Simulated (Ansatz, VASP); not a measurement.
Sn2Ir: VASP beside Ansatz

INCAR

```
PREC = Accurate ; ENCUT = 520
EDIFF = 1E-8 ; ISMEAR = -1
SIGMA = 0.03 ; LREAL = False
LASPH = True ; NELM = 60
ALGO = Normal ; ISIF = 2
LWAVE = False ; LCHARG = False
LEFG = True ; NBANDS = 26
```

Contents of KPOINTS:

```
Automatic mesh
0
Gamma
  10 10 10
```

Contents of POSCAR:

```
Sn2Ir
1.0
    0.0000000000      3.1690000000      3.2006900000
    3.1690000000      0.0000000000      3.2006900000
    3.1690000000      3.1690000000      0.0000000000
Sn Ir
2 1
Direct
    0.2500000000      0.2500000000      0.2500000000
    0.7500000000      0.7500000000      0.7500000000
    0.0000000000      0.0000000000      0.0000000000
```

Input for Ansatz:

```yaml
crystal:
  lattice:
    - [0.0, 3.169, 3.20069]
    - [3.169, 0.0, 3.20069]
    - [3.169, 3.169, 0.0]
  atoms:
    - { symbol: Sn, position: [0.25, 0.25, 0.25] }
    - { symbol: Sn, position: [0.75, 0.75, 0.75] }
    - { symbol: Ir, position: [0.0, 0.0, 0.0] }
kpoints:
  mp_grid: { grid: [10, 10, 10] }
scf:
  occupations: { method: fermi_dirac, width: 0.03 }
hamiltonian:
  xc: lda
  pseudopotentials: { kind: paw }
output:
  forces: true
  stress: true
  eigenvalues: true
  efg: { contact_densities: true }
```

Change from the starting cell: zz strain of +1 %, PAW files.

Alike in both runs: task electric field gradients; functional LDA; k mesh 10 × 10 × 10; occupations fermi-dirac, width 0.03 eV; no spin polarisation.

|  | VASP | Ansatz |
| --- | --- | --- |
| version | VASP 6.6.1 | Ansatz 0.2.0 |
| potentials or method | VASP PAW LDA potentials, release 64 (Sn_d, Ir) | PAW with Ansatz's default frozen-core files, scalar-relativistic |
| plane-wave cutoff (eV) | 520 | 420 |
| valence electrons in the cell | 37 | 45 |

Ansatz gave:

```
pressure (GPa)                                                : -3.4
traceless stress, the component that is largest in VASP (GPa) : -0.47
size of Vzz on the site where it differs most (V/Å²)          : 3.2
```

Question: Which values does VASP return?

Answer: Pressure (GPa): -3.0; traceless stress, the component that is largest in VASP (GPa): -0.46; size of Vzz on the site where it differs most (V/Å²): 7.7.

LDA's correlation is that of Perdew and Zunger in VASP and of Perdew and Wang (1992) in Ansatz. VASP's potentials hold 37 valence electrons a cell and Ansatz's 45, so a difference there can come from the potentials and not from the codes.

Spin-orbit coupling is off throughout.
